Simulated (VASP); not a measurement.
A run of VASP 6.6.1 is set up as follows.

File INCAR:

```
PREC = Accurate ; ENCUT = 600
EDIFF = 1E-7 ; ISMEAR = 0
SIGMA = 0.02 ; LREAL = F
LASPH = T ; NELM = 100
ALGO = Normal ; ISIF = 3
LWAVE = F ; LCHARG = F
GGA = PE ; IBRION = 2
NSW = 100 ; EDIFFG = -0.005
```

Contents of KPOINTS:

```
Automatic mesh
0
Gamma
  6 6 4
```

File POSCAR:

```
Li2ICl
1.0
    4.0326862299      0.0000000000      0.0000000000
    0.0000000000      4.0326862299      0.0000000000
    0.0000000000      0.0000000000      5.5933598486
Li I Cl
2 1 1
Direct
    0.0000000000      0.0000000000      0.0000000000
    0.5000000000      0.5000000000      0.5000000000
    0.5000000000      0.5000000000      0.0000000000
    0.0000000000      0.0000000000      0.5000000000
```

Potentials or basis: VASP PAW PBE potentials, release 64 (Li_sv, I, Cl).

Command:

```console
$ cat potpaw_PBE.64/Li_sv/POTCAR potpaw_PBE.64/I/POTCAR potpaw_PBE.64/Cl/POTCAR > POTCAR
$ mpirun -np 1 vasp_std > vasp.out
```

**Question.** Estimate the relaxed cell.

**Answer.** a = 4.031 Å, b = 4.031 Å, c = 5.591 Å, α = 90.00°, β = 90.00°, γ = 90.00°.

**Question.** Estimate the band gap on the k mesh.

**Answer.** 4.64 eV, direct.

**Question.** What does it give for the space group after relaxing (to 0.05 Å)?

**Answer.** P4/mmm (No. 123).

**Question.** What does it give for the relaxed volume?

**Answer.** 22.72 Å³/atom.

Final structure:
```cif
data_structure
_symmetry_space_group_name_H-M 'P 1'
_symmetry_Int_Tables_number 1
_cell_length_a 4.0313
_cell_length_b 4.0313
_cell_length_c 5.5913
_cell_angle_alpha 90.000
_cell_angle_beta 90.000
_cell_angle_gamma 90.000
_cell_volume 90.87
loop_
_atom_site_label
_atom_site_type_symbol
_atom_site_fract_x
_atom_site_fract_y
_atom_site_fract_z
_atom_site_occupancy
Li1 Li 0.00000 0.00000 0.00000 1
Li2 Li 0.50000 0.50000 0.50000 1
I1 I 0.50000 0.50000 0.00000 1
Cl1 Cl 0.00000 0.00000 0.50000 1
```

Caveat: the cutoff is under 1.25 times the usual one of these potentials, so pressure, stress and relaxed cells hold a basis-set (Pulay) error; spin-orbit coupling is left out, which moves the levels of the heavy elements. A k mesh can miss the band edges.
